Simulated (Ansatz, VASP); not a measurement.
**Two plane-wave programs on CoSn**

```
Co Sn
1.0
     5.29661    0.00000    0.00000
    -2.64831    4.58700    0.00000
     0.00000    0.00000    4.23024
Co Sn
3 3
Direct
  0.00000 0.50000 0.00000
  0.50000 0.50000 0.00000
  0.50000 0.00000 0.00000
  0.66667 0.33333 0.50000
  0.33333 0.66667 0.50000
  0.00000 0.00000 0.00000
```

Alike in both runs: task relaxation of cell and atoms; functional PBEsol; k mesh 9 × 9 × 8; occupations gaussian, width 0.1 eV; no spin polarisation.

|  | VASP | Ansatz |
| --- | --- | --- |
| version | VASP 6.6.1 | Ansatz 0.2.0 |
| potentials or method | VASP PAW PBE potentials, release 64 (Co, Sn_d), cutoff 600 eV | scalar-relativistic, plane waves, PAW |
| valence electrons in the cell | 69 | 93 |

|  | VASP | Ansatz | Ansatz less VASP |
| --- | --- | --- | --- |
| gap on the k mesh at the Fermi level, each at its own relaxed structure (eV) | none | none | - |
| relaxed volume (Å³/atom) | 16.39 | 16.39 | +0.003 |
| relaxed cell length with the largest relative difference (Å) | 4.167 | 4.168 | +0.0011 |

VASP's potentials were made for PBE, not for PBEsol. A gap of «none» marks a metal or a gap that the smearing closes. VASP's potentials hold 69 valence electrons a cell and Ansatz's 93, so a difference there can come from the potentials and not from the codes.
